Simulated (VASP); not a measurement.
# Nb2Si2O (C2/m) in VASP: single point with PBE

Aim: the single point of Nb2Si2O with PBE.

All numbers are computed with VASP 6.6.1; they aren't measurements. Logs are shortened: lines on timing, memory, paths and dates and some standing lists are left out, and cuts for length are marked.

### 1 The cell of the first run

Symmetry: C2/m, No. 12, monoclinic system. The conventional cell has a = 6.454 Å, b = 3.296 Å, c = 6.748 Å, α = 90.00°, β = 91.79°, γ = 90.00°. Nb (site symmetry m) has 3 O at 2.28 to 2.30 Å and 4 Si at 2.64 to 2.90 Å and 2 Nb at 2.80 Å within 3.0 Å. Si (site symmetry m) has 3 Si at 2.33 to 2.35 Å and 4 Nb at 2.64 to 2.90 Å within 3.1 Å. Within 3.0 Å of O (site symmetry 2/m) lie 6 Nb at 2.28 to 2.30 Å.

### 2 Single point, PBE

File INCAR:

```
ALGO = Normal ; EDIFF = 1E-7
ENCUT = 520 ; GGA = PE
ISIF = 2 ; ISMEAR = 0
LASPH = T ; LCHARG = F
LREAL = F ; LWAVE = F
NBANDS = 28 ; NELM = 80
PREC = Accurate ; SIGMA = 0.1
```

File KPOINTS:

```
k-points
0
Gamma
  12 12 6
```

File POSCAR:

```
Nb2Si2O
1.0
    3.2267529752     -1.6477927649     -0.0216360172
    3.2267529752      1.6477927649     -0.0216360172
   -0.1656082986      0.0000000000      6.7464563648
Nb Si O
2 2 1
Direct
    0.6816241956      0.6816241956      0.8435728642
    0.3183758044      0.3183758044      0.1564271358
    0.6537506730      0.6537506730      0.4143903290
    0.3462493270      0.3462493270      0.5856096710
    0.0000000000      0.0000000000      0.0000000000
```

Potentials or basis: VASP PAW PBE potentials, release 64 (Nb_sv, Si, O).

On the command line:

```
$ cat potpaw_PBE.64/Nb_sv/POTCAR potpaw_PBE.64/Si/POTCAR potpaw_PBE.64/O/POTCAR > POTCAR
$ mpirun -np 1 vasp_std > vasp.out
```

OUTCAR:

```text
EDIFF = 1E-7
   ENCUT = 520
   GGA = PE
   ISIF = 2
   ISMEAR = 0
   LASPH = T
   LREAL = F
   NELM = 80
   PREC = Accurate

 ion  position               nearest neighbor table
   1  0.682  0.682  0.844-   5 2.28   5 2.30   5 2.30   4 2.64   4 2.64   4 2.73   2 2.80   2 2.80
                             3 2.90
   2  0.318  0.318  0.156-   5 2.28   5 2.30   5 2.30   3 2.64   3 2.64   3 2.73   1 2.80   1 2.80
                             4 2.90
   3  0.654  0.654  0.414-   4 2.33   4 2.35   4 2.35   2 2.64   2 2.64   2 2.73   1 2.90
   4  0.346  0.346  0.586-   3 2.33   3 2.35   3 2.35   1 2.64   1 2.64   1 2.73   2 2.90
   5  0.000  0.000  0.000-   1 2.28   2 2.28   1 2.30   1 2.30   2 2.30   2 2.30

  LATTYP: Found a base centered monoclinic cell.
 ALAT       =     6.4536510225
 B/A-ratio  =     0.5106544370
 C/A-ratio  =     1.0456854060
 COS(beta)  =    -0.0312425335

  Lattice vectors:

 A1 = (   3.2267529752,  -1.6477927649,  -0.0216360172)
 A2 = (   3.2267529752,   1.6477927649,  -0.0216360172)
 A3 = (  -0.1656082986,   0.0000000000,   6.7464563648)

Analysis of symmetry for initial positions (statically):
=====================================================================
 Subroutine PRICEL returns:
 Original cell was already a primitive cell.

 Routine SETGRP: Setting up the symmetry group for a
 base centered monoclinic supercell.

 Subroutine GETGRP returns: Found  4 space group operations
 (whereof  4 operations were pure point group operations)
 out of a pool of  4 trial point group operations.

The static configuration has the point symmetry C_2h.

Analysis of symmetry for dynamics (positions and initial velocities):
=====================================================================
 Subroutine PRICEL returns:
 Original cell was already a primitive cell.

 Routine SETGRP: Setting up the symmetry group for a
 base centered monoclinic supercell.

 Subroutine GETGRP returns: Found  4 space group operations
 (whereof  4 operations were pure point group operations)
 out of a pool of  4 trial point group operations.

The dynamic configuration has the point symmetry C_2h.
[... 98 lines left out ...]
   ICHARG =      2    charge: 1-file 2-atom 10-const
   ISPIN  =      1    spin polarized calculation?
   LNONCOLLINEAR =      F non collinear calculations
   LSORBIT =      F    spin-orbit coupling
   LASPH  =      T    aspherical Exc in radial PAW
   ENCUT  =  520.0 eV  38.22 Ry    6.18 a.u.   6.74  6.74 12.55*2*pi/ulx,y,z
   NELM   =     80;   NELMIN=  2; NELMDL= -5     # of ELM steps
   EDIFF  = 0.1E-06   stopping-criterion for ELM
   LREAL  =      F    real-space projection
   EDIFFG = 0.1E-05   stopping-criterion for IOM
   NSW    =      0    number of steps for IOM
   IBRION =     -1    ionic relax: 0-MD 1-quasi-New 2-CG
   NFREE  =      0    steps in history (QN), initial steepest desc. (CG)
   ISIF   =      2    stress and relaxation
   ISYM   =      2    0-nonsym 1-usesym 2-fastsym
   POTIM  = 0.5000    time-step for ionic-motion
   TEBEG  =    0.0;   TEEND  =   0.0 temperature during run
   PSTRESS=    0.0 pullay stress
   NELECT =      40.0000    total number of electrons
   NUPDOWN=      -1.0000    fix difference up-down
   EMIN   =  10.00;   EMAX   =-10.00  energy-range for DOS
   EFERMI =   0.00;   METHOD = LEGACY
   ISMEAR =     0;   SIGMA  =   0.10  broadening in eV -4-tet -1-fermi 0-gaus
   EFERMI_NEDOS =   21; number of points for ismear=-14 and -15
   IALGO  =     38    algorithm
   IMIX   =      4    mixing-type and parameters
     AMIX     =   0.40;   BMIX     =  1.00
     AMIX_MAG =   1.60;   BMIX_MAG =  1.00
  volume/ion in A,a.u.               =      14.35        96.81
  Fermi-wavevector in a.u.,A,eV,Ry     =   1.347495  2.546397 24.704698  1.815744
  Thomas-Fermi vector in A             =   2.475241
   LORBIT       =      0    0 simple, 1 ext, 2 COOP (PROOUT), +10 PAW based schemes
   GGA     = PE    functional components
   LHFCALC =     F    Hartree Fock is set to
   AEXX    =    0.0000 exact exchange contribution
   IVDW    =     0    specifies the selected vdW correction
   LEPSILON=     F    determine dielectric tensor
   LRPA    =     F    only Hartree local field effects (RPA)
 non-spin polarized calculation
 Gauss-broadening in eV      SIGMA  =   0.10
  energy-cutoff  :      520.00
  volume of cell :       71.73
 maximum number of plane-waves:      1952
   NGX = 13   NGY = 13   NGZ = 25

 number of electron      39.9999996 magnetization

 Free energy of the ion-electron system (eV)
  ---------------------------------------------------
  ext. energy  EPLUGINS =         0.00000000
  ---------------------------------------------------
  free energy    TOTEN  =       -39.01463875 eV

  energy without entropy =      -39.00238784  energy(sigma->0) =      -39.00851329

 E-fermi :  11.0244     XC(G=0): -11.8480

 val. band max:       11.0230604794   @ k =   0.2500   0.2500   0.3333
 cond. band min:      11.0272509971   @ k =   0.0833   0.0000   0.3333
 fundamental gap:      0.0041905177
 Fermi energy:        11.0244134136

 k-point     1 :       0.0000    0.0000    0.0000
  band No.  band energies     occupation
      1     -44.6970      2.00000
      2     -44.5451      2.00000
      3     -21.1165      2.00000
      4     -20.7429      2.00000
      5     -20.7304      2.00000
      6     -20.6875      2.00000
[... 733 lines left out ...]
     27      15.0283      0.00000
     28      15.2754      0.00000

 [... further k-points ...]

------------------------ aborting loop because EDIFF is reached ----------------------------------------

  FORCE on cell =-STRESS in cart. coord.  units (eV):
  Direction    XX          YY          ZZ          XY          YZ          ZX
  --------------------------------------------------------------------------------------
  -------------------------------------------------------------------------------------
  Total       -0.1042646     -0.1000834     -0.0950573      0.0000000      0.0000000      0.0096049
  in kB       -2.3288679     -2.2354766     -2.1232119      0.0000000      0.0000000      0.2145358
  external PRESSURE =      -2.2291855 kB  Pullay stress =       0.0000000 kB

 VOLUME and BASIS-vectors are now :
 -----------------------------------------------------------------------------
  energy-cutoff  :      520.00
  volume of cell :       71.73
      direct lattice vectors                 reciprocal lattice vectors
     3.226752975 -1.647792765 -0.021636017     0.154980042 -0.303436215  0.003804365
     3.226752975  1.647792765 -0.021636017     0.154980042  0.303436215  0.003804365
    -0.165608299  0.000000000  6.746456365     0.000994048  0.000000000  0.148250366

 POSITION                                       TOTAL-FORCE (eV/Angst)
 -----------------------------------------------------------------------------------
      4.25916      0.00000      5.66163        -0.004119      0.000000     -0.001970
      2.02873      0.00000      1.04155         0.004119      0.000000      0.001970
      4.15036      0.00000      2.76738        -0.001420      0.000000     -0.000899
      2.13754      0.00000      3.93581         0.001420      0.000000      0.000899
      0.00000      0.00000      0.00000        -0.000000      0.000000      0.000000
 -----------------------------------------------------------------------------------
    total drift:                                0.000000      0.000000      0.000000

  FREE ENERGIE OF THE ION-ELECTRON SYSTEM (eV)
  ---------------------------------------------------
  free  energy   TOTEN  =       -39.0146387458 eV

  energy  without entropy=      -39.0023878428  energy(sigma->0) =      -39.00851329
```

stdout:

```text
POSCAR found type information on POSCAR NbSiO
 POSCAR found :  3 types and       5 ions
 scaLAPACK will be used
 LDA part: xc-table for (Slater+PW92), standard interpolation
 POSCAR, INCAR and KPOINTS ok, starting setup
 FFT: planning ... GRIDC
 FFT: planning ... GRID_SOFT
 FFT: planning ... GRID
 WAVECAR not read
 entering main loop
```

Run time: 4.9 min. Hardware: 1 thread of Intel Xeon 6975P-C (Granite Rapids), shared host; peak memory 0.51 GiB.

What came out:

* Free energy: -39.0146 eV
* Pressure: -0.2 GPa
* Largest force: 0.005 eV/Å
* Band gap on the k mesh: zero (bands 20 and 21 overlap by 0.71 eV)

Forces in eV/Å, atoms in the order of the input:
```
Nb  -0.004  0.000 -0.002
Nb   0.004  0.000  0.002
Si  -0.001  0.000 -0.001
Si   0.001  0.000  0.001
O    0.000  0.000  0.000
```
